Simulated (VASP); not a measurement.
Runs of VASP 6.6.1 on EuMn. The structure is that of space group Pm-3m (No. 221), or close to it. The cells are those of the table. 

```tsv
level	U	cell	k mesh	smearing	gap on the mesh (eV)	pressure (GPa)	moment (μB)
PBE+D3(BJ)+U	Eu f U = 6.0 eV	a = 3.760 Å, 2 atoms	8 × 8 × 8	gaussian 0.05 eV	none	-1.4	3.56
PBE+U	Eu f U = 6.0 eV	a = 3.709 Å, 2 atoms	8 × 8 × 8	gaussian 0.05 eV	none	1.2	3.63
PBE+U	Eu f U = 6.0 eV	a = 3.734 Å, 2 atoms	8 × 8 × 8	gaussian 0.05 eV	none	(b)	3.60
PBE+U	Eu f U = 6.0 eV	a = 3.760 Å, 2 atoms	8 × 8 × 8	methfessel-paxton 0.05 eV	none	0.0	3.56
PBE+U	Eu f U = 6.0 eV	a = 3.760 Å, 2 atoms	8 × 8 × 8	gaussian 0.05 eV	none	0.0	3.56
PBE+U	Eu f U = 2.0 eV	a = 3.760 Å, 2 atoms	8 × 8 × 8	gaussian 0.05 eV	none	-1.6	3.41
PBE+U	Eu f U = 6.0 eV	a = 3.760 Å, 2 atoms	8 × 8 × 8, shifted	gaussian 0.05 eV	none	0.2	3.56
PBE+U	Eu f U = 6.0 eV	a = 3.845 Å, 2 atoms	8 × 8 × 8	gaussian 0.05 eV	none	-1.4	(a)
PBE+U	Eu f U = 6.0 eV	a = 3.881 Å, 2 atoms	8 × 8 × 8	gaussian 0.05 eV	none	-1.9	3.40
PBE+U	Eu f U = 6.0 eV	a = 3.689 Å, 2 atoms	8 × 8 × 8	gaussian 0.05 eV	none	1.6	3.63
```

Alike in all rows: task single point; potentials or basis VASP PAW PBE potentials, release 64 (Eu, Mn_pv); spin collinear, ferrimagnetic start; cutoff (eV) 520.

Fill in the values left out.

(a) 3.42; (b) 0.5.

Caveats: spin-orbit coupling is left out, which moves the levels of the heavy elements.

A k mesh can miss the band edges, and the runs leave out spin-orbit coupling on Eu.

A gap of «none» marks levels without a gap at the run's occupations.
